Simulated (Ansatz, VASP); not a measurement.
# TiSi2: VASP beside Ansatz

The input INCAR:

```
ALGO     = Normal         # electronic algorithm
EDIFF    = 1E-8           # SCF threshold, eV
ENCUT    = 520            # plane-wave cutoff, eV
GGA      = PS             # functional
ISIF     = 2              # what is computed and relaxed
ISMEAR   = -1             # smearing method
LASPH    = T              # aspherical terms in the spheres
LCHARG   = F              # write CHGCAR
LEFG     = T            
LREAL    = F              # projectors in reciprocal space
LWAVE    = F              # write WAVECAR
NBANDS   = 29             # bands
NELM     = 100            # most SCF steps
PREC     = Accurate       # precision mode
SIGMA    = 0.08           # smearing width, eV
```

The input KPOINTS:

```
k-points
0
Gamma
  8 8 8
```

Contents of POSCAR:

```
TiSi2
1.0
    0.0418975000      4.1393075000      4.2820900000
    2.4078075000      0.0332400000      4.2734325000
    2.4070900000      4.1299325000      0.0325225000
Ti Si
2 4
Direct
    0.7500000000      0.7500000000      0.7500000000
    0.5000000000      0.5000000000      0.5000000000
    0.0830000000      0.4170000000      0.0830000000
    0.4170000000      0.0830000000      0.4170000000
    0.1670000000      0.8330000000      0.1670000000
    0.8330000000      0.1670000000      0.8330000000
```

Input for Ansatz:

```yaml
crystal:
  lattice:
    - [0.0418975, 4.1393075, 4.28209]
    - [2.4078075, 0.03324, 4.2734325]
    - [2.40709, 4.1299325, 0.0325225]
  atoms:
    - { symbol: Ti, position: [0.75, 0.75, 0.75] }
    - { symbol: Ti, position: [0.5, 0.5, 0.5] }
    - { symbol: Si, position: [0.083, 0.417, 0.083] }
    - { symbol: Si, position: [0.417, 0.083, 0.417] }
    - { symbol: Si, position: [0.167, 0.833, 0.167] }
    - { symbol: Si, position: [0.833, 0.167, 0.833] }
kpoints:
  mp_grid: { grid: [8, 8, 8] }
scf:
  occupations: { method: fermi_dirac, width: 0.08 }
hamiltonian:
  xc: pbesol
  pseudopotentials: { kind: all_electron, datasets: crystal }
output:
  forces: true
  stress: true
  eigenvalues: true
  efg: { contact_densities: true }
```

Change from the starting cell: equal xy, yz and zx shear strains of +1 %, crystal datasets.

Alike in both runs: task electric field gradients; functional PBEsol; k mesh 8 × 8 × 8; occupations fermi-dirac, width 0.08 eV; no spin polarisation.

|  | VASP | Ansatz |
| --- | --- | --- |
| version | VASP 6.6.1 | Ansatz 0.2.0 |
| potentials or method | VASP PAW PBE potentials, release 64 (Ti_sv, Si), cutoff 520 eV | all-electron PAW with datasets made for the crystal, scalar-relativistic |

|  | VASP | Ansatz | Ansatz less VASP |
| --- | --- | --- | --- |
| pressure (GPa) | -1.6 | -1.7 | -0.13 |
| traceless stress, the component that is largest in VASP (GPa) | -1.57 | -1.57 | +0.003 |
| rms of the force components (eV/Å) | 0.092 | 0.092 | -0.0003 |
| size of Vzz on the site where it differs most (V/Å²) | 10.9 | 11.8 | +0.96 |

VASP's potentials were made for PBE, not for PBEsol. Atom by atom the forces differ by 0.000 eV/Å (rms over components). Ansatz ran all-electron here, and VASP with PAW potentials.
